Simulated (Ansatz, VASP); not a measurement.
# Two plane-wave programs on Cu

```xyz
1
Lattice="-1.4067 1.4067 1.4449 1.4067 -1.4067 1.4449 1.4067 1.4067 -1.4449" Properties=species:S:1:pos:R:3 pbc="T T T"
Cu    0.0000    0.0000    0.0000
```

Change from the starting cell: strain -0.025 along x and y, +0.050 along z, atoms carried along.

Alike in both runs: task single point; functional r2SCAN; k mesh 24 × 24 × 24; occupations gaussian, width 0.15 eV; no spin polarisation.

|  | VASP | Ansatz |
| --- | --- | --- |
| version | VASP 6.6.1 | Ansatz 0.2.0 |
| potentials or method | VASP PAW PBE potentials, release 64 (Cu), cutoff 520 eV | scalar-relativistic, plane waves, PAW |
| valence electrons in the cell | 11 | 19 |

VASP gave:

| Quantity | Value |
| --- | --- |
| gap on the k mesh at the Fermi level (eV) | none |
| pressure (GPa) | 1.2 |
| traceless stress, the component that is largest in VASP (GPa) | 0.26 |

Q: What did Ansatz give for the same quantities?

A: gap on the k mesh at the Fermi level (eV): none; pressure (GPa): 0.5; traceless stress, the component that is largest in VASP (GPa): 0.19.

VASP's potentials were made for PBE, not for r2SCAN. A gap of «none» marks a metal or a gap that the smearing closes. With one functional, cell and mesh, what is left measures potentials, basis and numerics. VASP's potentials hold 11 valence electrons a cell and Ansatz's 19, so a difference there can come from the potentials and not from the codes.
